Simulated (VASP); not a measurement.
Here is a VASP 6.6.1 calculation.

The input INCAR:

```
PREC = Accurate
ENCUT = 500
EDIFF = 1E-6
ISMEAR = -1
SIGMA = 0.02
LREAL = F
LASPH = T
NELM = 120
ALGO = Normal
ISIF = 2
LWAVE = F
LCHARG = T
GGA = PE
IVDW = 13
LELF = T
LVHAR = T
NBANDS = 17
GGA_COMPAT = F
```

KPOINTS

```
regular mesh
0
Gamma
  6 6 6
```

Contents of POSCAR:

```
TlBr
1.0
    4.0024652501      0.0000000000      0.0000000000
    0.0000000000      4.0024652501      0.0000000000
    0.0000000000      0.0000000000      4.0024652501
Tl Br
1 1
Direct
    0.0000000000      0.0000000000      0.0000000000
    0.5000000000      0.5000000000      0.5000000000
```

Potentials or basis: VASP PAW PBE potentials, release 64 (Tl_d, Br).

The run is started by

```console
$ cat potpaw_PBE.64/Tl_d/POTCAR potpaw_PBE.64/Br/POTCAR > POTCAR
$ mpirun -np 1 vasp_std > vasp.out
```

**Question.** What does it give for the pressure?

**Answer.** 0.0 GPa.

**Question.** Estimate the dispersion energy per atom.

**Answer.** -0.340 eV.
